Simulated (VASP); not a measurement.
# BN: relaxation of cell and atoms with revPBE+D4

Crystal: BN.

```
CELL_PARAMETERS angstrom
2.49824 0.00000 0.00000
-1.24912 2.16354 0.00000
0.00000 0.00000 6.63570
ATOMIC_POSITIONS crystal
N 0.66667 0.33333 0.25000
N 0.33333 0.66667 0.75000
B 0.66667 0.33333 0.75000
B 0.33333 0.66667 0.25000
```

| Property | Result |
| --- | --- |
| Program | VASP 6.6.1 |
| Task | relaxation of cell and atoms |
| Functional | revPBE |
| Dispersion | D4 |
| Potentials or basis | VASP PAW PBE potentials, release 64 (N, B) |
| Cutoff | 600 eV |
| k mesh | 12 × 12 × 4 |
| Occupations | fermi-dirac, width 0.05 eV |
| Spin | no spin polarisation |
| Dipole correction | no |
| Further INCAR settings | ALGO = Normal; EDIFF = 1e-07; IBRION = 2; EDIFFG = -0.01; NSW = 60; ISIF = 3 |

```json
{
 "Relaxed volume": "8.26 Å³/atom",
 "Relaxed cell": "a = 2.508 Å, b = 2.508 Å, c = 6.064 Å, α = 90.00°, β = 90.00°, γ = 120.00°",
 "Space group after relaxing (to 0.05 Å)": "P6_3/mmc (No. 194)",
 "Energy gained by relaxing": "9.8 meV/atom",
 "Ionic steps": "10",
 "Pressure after relaxing": "0.0 GPa",
 "Band gap on the k mesh": "4.17 eV, indirect (least direct gap 4.46 eV)",
 "Dispersion energy per atom": "-0.389 eV"
}
```

Step by step:
```csv
step,energy change (eV),largest force (eV/Å),pressure (GPa),volume (Å³)
1,0.0000,0.0000,2.12,35.87
2,0.0070,0.0000,-6.67,36.48
3,-0.0063,0.0000,-1.56,36.12
4,-0.0114,0.0000,-1.50,35.82
5,-0.0250,0.0000,-1.28,34.92
6,-0.0393,0.0000,-0.46,33.13
7,-0.0393,0.0000,-0.37,33.00
8,-0.0393,0.0000,-0.41,33.06
9,-0.0368,0.0000,2.54,32.85
10,-0.0394,0.0000,-0.01,33.03
```

Final structure:
```
N B
1.0
     2.50796    0.00000    0.00000
    -1.25398    2.17196    0.00000
     0.00000    0.00000    6.06392
N B
2 2
Direct
  0.66667 0.33333 0.25000
  0.33333 0.66667 0.75000
  0.66667 0.33333 0.75000
  0.33333 0.66667 0.25000
```

Levels at points of the mesh, in eV from the valence-band top:
```tsv
k point	band 6	band 7	band 8	band 9	band 10	band 11
(0.00, 0.00, 0.00)	-1.42	-1.33	-1.33	6.01	11.35	11.39
(0.50, 0.00, 0.00)	-4.09	-1.86	-0.29	4.17	6.09	9.56
(0.00, 0.00, 0.50)	-1.37	-1.37	-1.37	8.82	8.82	11.52
(0.50, 0.00, 0.50)	-4.17	-1.00	-1.00	4.70	4.70	9.86
```

It took 80 s on 1 thread of Intel(R) Xeon(R) 6975P-C (Granite Rapids), with other jobs on the host, peak memory 0.17 GiB.

Caveat: the PAW data sets were made with another functional, which shifts forces and pressure a little. A k mesh can miss the band edges.
